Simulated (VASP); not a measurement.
# Ge (Fd-3m) in VASP: further runs, part 2 of 2

VASP 6.6.1. The steps go on from the part before.

### Step 3. Single point, r2SCAN

File POSCAR:

```
Ge
1.0
    0.0000000000      2.8360149687      2.8360149687
    2.8360149687      0.0000000000      2.8360149687
    2.8360149687      2.8360149687      0.0000000000
Ge
2
Direct
    0.5000000000      0.5000000000      0.5000000000
    0.7500000000      0.7500000000      0.7500000000
```

File INCAR.step1:

```
  ALGO = Normal
  EDIFF = 1E-4
  ENCUT = 520
  GGA = PE
  ISMEAR = -1
  LASPH = T
  LCHARG = F
  LREAL = F
  LWAVE = T
  NBANDS = 21
  NELM = 80
  PREC = Accurate
  SIGMA = 0.05
```

File INCAR.step2:

```
  ALGO = Normal
  EDIFF = 1E-7
  ENCUT = 520
  ISIF = 2
  ISMEAR = -1
  ISTART = 1
  LASPH = T
  LCHARG = F
  LMIXTAU = T
  LREAL = F
  LWAVE = F
  METAGGA = R2SCAN
  NBANDS = 21
  NELM = 80
  PREC = Accurate
  SIGMA = 0.05
```

File KPOINTS:

```
k-points
0
Gamma
  9 9 9
```

Potentials or basis: VASP PAW PBE potentials, release 64 (Ge_d).

Command:

```
cat potpaw_PBE.64/Ge_d/POTCAR > POTCAR
cp INCAR.step1 INCAR
mpirun -np 1 vasp_std > vasp.out
cp INCAR.step2 INCAR
mpirun -np 1 vasp_std > vasp.out
```

OUTCAR:

```text
EDIFF = 1E-7
   ENCUT = 520
   ISIF = 2
   ISMEAR = -1
   ISTART = 1
   LASPH = T
   LREAL = F
   METAGGA = R2SCAN
   NELM = 80
   PREC = Accurate

 ion  position               nearest neighbor table
   1  0.500  0.500  0.500-   2 2.46   2 2.46   2 2.46   2 2.46
   2  0.750  0.750  0.750-   1 2.46   1 2.46   1 2.46   1 2.46

  LATTYP: Found a face centered cubic cell.
 ALAT       =     5.6720299374

  Lattice vectors:

 A1 = (   0.0000000000,   2.8360149687,   2.8360149687)
 A2 = (   2.8360149687,   0.0000000000,   2.8360149687)
 A3 = (   2.8360149687,   2.8360149687,   0.0000000000)

Analysis of symmetry for initial positions (statically):
=====================================================================
 Subroutine PRICEL returns:
 Original cell was already a primitive cell.

 Routine SETGRP: Setting up the symmetry group for a
 face centered cubic supercell.

 Subroutine GETGRP returns: Found 48 space group operations
 (whereof 24 operations were pure point group operations)
 out of a pool of 48 trial point group operations.

The static configuration has the point symmetry T_d .
 The point group associated with its full space group is O_h .

Analysis of symmetry for dynamics (positions and initial velocities):
=====================================================================
 Subroutine PRICEL returns:
 Original cell was already a primitive cell.

 Routine SETGRP: Setting up the symmetry group for a
 face centered cubic supercell.

 Subroutine GETGRP returns: Found 48 space group operations
 (whereof 24 operations were pure point group operations)
 out of a pool of 48 trial point group operations.

The dynamic configuration has the point symmetry T_d .
 The point group associated with its full space group is O_h .

 Subroutine INISYM returns: Found 48 space group operations
[... 110 lines left out ...]
   EMIN   =  10.00;   EMAX   =-10.00  energy-range for DOS
   EFERMI =   0.00;   METHOD = LEGACY
   ISMEAR =    -1;   SIGMA  =   0.05  broadening in eV -4-tet -1-fermi 0-gaus
   EFERMI_NEDOS =   21; number of points for ismear=-14 and -15
   IALGO  =     38    algorithm
   IMIX   =      4    mixing-type and parameters
     AMIX     =   0.40;   BMIX     =  1.00
     AMIX_MAG =   1.60;   BMIX_MAG =  1.00
  volume/ion in A,a.u.               =      22.81       153.93
  Fermi-wavevector in a.u.,A,eV,Ry     =   1.391262  2.629104 26.335580  1.935611
  Thomas-Fermi vector in A             =   2.515118
   LORBIT       =      0    0 simple, 1 ext, 2 COOP (PROOUT), +10 PAW based schemes
   METAGGA = R2SCAN    functional components
   LHFCALC =     F    Hartree Fock is set to
   AEXX    =    0.0000 exact exchange contribution
   IVDW    =     0    specifies the selected vdW correction
   LEPSILON=     F    determine dielectric tensor
   LRPA    =     F    only Hartree local field effects (RPA)
 non-spin polarized calculation
  energy-cutoff  :      520.00
  volume of cell :       45.62
 maximum number of plane-waves:      1247
 NGX is ok and might be reduce to    30
   NGX = 15   NGY = 15   NGZ = 15

 number of electron      28.0000016 magnetization

 Free energy of the ion-electron system (eV)
  ---------------------------------------------------
  ext. energy  EPLUGINS =         0.00000000
  ---------------------------------------------------
  free energy    TOTEN  =       -27.74032031 eV

  energy without entropy =      -27.74020558  energy(sigma->0) =      -27.74026295

 E-fermi :   4.9062     XC(G=0): -10.7798

 val. band max:        4.7279666947   @ k =   0.0000   0.0000   0.0000
 cond. band min:       5.0594215929   @ k =   0.0000   0.0000   0.0000
 fundamental gap:      0.3314548983
 Fermi energy:         4.9062497775

 k-point     1 :       0.0000    0.0000    0.0000
  band No.  band energies     occupation
      1     -20.7563      2.00000
      2     -20.7563      2.00000
      3     -20.7563      2.00000
      4     -20.7175      2.00000
      5     -20.7175      2.00000
      6     -20.5041      2.00000
[... 565 lines left out ...]
     20      17.7510      0.00000
     21      18.1800      0.00000

 [... further k-points ...]

------------------------ aborting loop because EDIFF is reached ----------------------------------------

  FORCE on cell =-STRESS in cart. coord.  units (eV):
  Direction    XX          YY          ZZ          XY          YZ          ZX
  --------------------------------------------------------------------------------------
  -------------------------------------------------------------------------------------
  Total        0.0347855      0.0347855      0.0347855     -0.0000000     -0.0000000      0.0000000
  in kB        1.2216678      1.2216678      1.2216678     -0.0000000     -0.0000000      0.0000000
  external PRESSURE =       1.2216678 kB  Pullay stress =       0.0000000 kB

 VOLUME and BASIS-vectors are now :
 -----------------------------------------------------------------------------
  energy-cutoff  :      520.00
  volume of cell :       45.62
      direct lattice vectors                 reciprocal lattice vectors
     0.000000000  2.836014969  2.836014969    -0.176303724  0.176303724  0.176303724
     2.836014969  0.000000000  2.836014969     0.176303724 -0.176303724  0.176303724
     2.836014969  2.836014969  0.000000000     0.176303724  0.176303724 -0.176303724

 POSITION                                       TOTAL-FORCE (eV/Angst)
 -----------------------------------------------------------------------------------
      2.83601      2.83601      2.83601        -0.000000     -0.000000     -0.000000
      4.25402      4.25402      4.25402         0.000000      0.000000      0.000000
 -----------------------------------------------------------------------------------
    total drift:                                0.000000     -0.000000     -0.000000

  FREE ENERGIE OF THE ION-ELECTRON SYSTEM (eV)
  ---------------------------------------------------
  free  energy   TOTEN  =       -27.7403203118 eV

  energy  without entropy=      -27.7402055802  energy(sigma->0) =      -27.74026295
```

OUTCAR.step1:

```text
EDIFF = 1E-4
   ENCUT = 520
   GGA = PE
   ISMEAR = -1
   LASPH = T
   LREAL = F
[... 797 lines left out ...]
 -----------------------------------------------------------------------------------
      2.83601      2.83601      2.83601         0.000000      0.000000      0.000000
      4.25402      4.25402      4.25402        -0.000000     -0.000000     -0.000000
 -----------------------------------------------------------------------------------
    total drift:                                0.000000     -0.000000     -0.000000

  FREE ENERGIE OF THE ION-ELECTRON SYSTEM (eV)
  ---------------------------------------------------
  free  energy   TOTEN  =        -9.0113898548 eV

  energy  without entropy=       -9.0108002617  energy(sigma->0) =       -9.01109506
```

OSZICAR.step1:

```text
N       E                     dE             d eps       ncg     rms          rms(c)
DAV:   1     0.193128601753E+03    0.19313E+03   -0.14557E+04  1665   0.364E+03
DAV:   2     0.193393798353E+02   -0.17379E+03   -0.16784E+03  1470   0.619E+02
DAV:   3    -0.815189351144E+01   -0.27491E+02   -0.27318E+02  1695   0.145E+02
DAV:   4    -0.908136167514E+01   -0.92947E+00   -0.92897E+00  1645   0.311E+01
DAV:   5    -0.909672889856E+01   -0.15367E-01   -0.15367E-01  1715   0.444E+00    0.317E+00
DAV:   6    -0.903951392848E+01    0.57215E-01   -0.21751E-02  1651   0.145E+00    0.188E+00
DAV:   7    -0.900949507307E+01    0.30019E-01   -0.47274E-02  1688   0.193E+00    0.146E-01
DAV:   8    -0.901115616492E+01   -0.16611E-02   -0.56922E-03  1635   0.900E-01    0.440E-02
DAV:   9    -0.901137572271E+01   -0.21956E-03   -0.25502E-04  1400   0.170E-01    0.138E-02
DAV:  10    -0.901138985476E+01   -0.14132E-04   -0.26568E-05  1070   0.542E-02
   1 F= -.90113899E+01 E0= -.90110951E+01  d E =-.589593E-03
```

Wall time 3.4 min (1 thread of Intel Xeon 8259CL, shared host); peak memory 0.18 GiB.

What came out:

* Free energy: -27.7403 eV
* Pressure: 0.1 GPa
* Band gap on the k mesh: 0.33 eV

Caveat: the PAW data sets were made with another functional, which shifts forces and pressure a little; an odd mesh through Γ misses points on the zone boundary, where band edges can lie.
